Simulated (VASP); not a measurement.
Set up this calculation in VASP 6.6.1, as the native input.

* Task: single point
* Functional: PBE
* Potentials or basis: VASP PAW PBE potentials, release 64 (Au)
* Cutoff: 520 eV
* k mesh: 18 × 18 × 10
* Occupations: gaussian, width 0.15 eV
* Spin: no spin polarisation
* Dipole correction: no
* Further INCAR settings: ALGO = Fast; EDIFF = 1e-06; NBANDS = 18

The structure of Au lies in POSCAR:

```
Au
1.0
    2.8999984104      0.0000000000      0.0000000000
   -1.4499992052      2.5114722944      0.0000000000
    0.0000000000      0.0000000000      4.8800000000
Au
2
Direct
    0.3333333333      0.6666666667      0.7090163934
    0.6666666667      0.3333333333      0.2500000000
```

One way to write it, as run:

INCAR

```
SYSTEM = Au
  PREC = Accurate
  ENCUT = 520
  EDIFF = 1E-6
  ISMEAR = 0
  SIGMA = 0.15
  LREAL = .False.
  LASPH = .True.
  NELM = 100
  ALGO = Fast
  ISIF = 2
  LWAVE = .False.
  LCHARG = .False.
  GGA = PE
  NBANDS = 18
```

KPOINTS

```
Automatic mesh
0
Gamma
  18 18 10
  0 0 0
```

Potentials or basis: VASP PAW PBE potentials, release 64 (Au).

Run with:

```console
$ cat potpaw_PBE.64/Au/POTCAR > POTCAR
$ mpirun -np 1 vasp_std > vasp.out
```

It gave:

The pressure is 5.0 GPa. The largest force is 1.423 eV/Å and the band gap on the k mesh is zero (bands 11 and 12 overlap by 6.40 eV).

Caveat: the cell stands under pressure; spin-orbit coupling is left out, which moves the levels of the heavy elements; forces of over 1 eV/Å act on the atoms, so gaps and moduli don't describe the material at rest.

Wall time 4.1 min on 1 thread of Intel Xeon 8259CL, with other jobs on the host, peak memory 0.29 GiB.
